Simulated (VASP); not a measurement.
Input of a VASP 6.6.1 run:

The input INCAR:

```
SYSTEM = Re
  ALGO = Normal
  EDIFF = 1E-7
  ENCUT = 520
  GGA = PS
  ISIF = 2
  ISMEAR = -1
  LASPH = .True.
  LCHARG = .False.
  LREAL = .False.
  LWAVE = .False.
  NBANDS = 14
  NELM = 100
  PREC = Accurate
  SIGMA = 0.13605693000000002
```

File KPOINTS:

```
k-points
0
Gamma
  8 8 8
  0 0 0
```

File POSCAR:

```
Re
1.0
    0.0000000000      2.7966371192      2.7966371192
    2.7966371192      0.0000000000      2.7966371192
    2.7966371192      2.7966371192      0.0000000000
Re
2
Direct
    0.0000000000      0.0000000000      0.0000000000
    0.2500000000      0.2500000000      0.2500000000
```

Potentials or basis: VASP PAW PBE potentials, release 64 (Re).

The run is started by

```sh
$ cat potpaw_PBE.64/Re/POTCAR > POTCAR
$ mpirun -np 1 vasp_std > vasp.out
```

Question: What does it give for the band gap on the k mesh?

Answer: Zero (band 7 reaches 4.18 eV, above the bottom of band 8 at 2.69 eV).

Question: Predict the pressure.

Answer: -1.6 GPa.

Caveat: the PAW data sets were made with another functional, which shifts forces and pressure a little; spin-orbit coupling is left out, which moves the levels of the heavy elements.
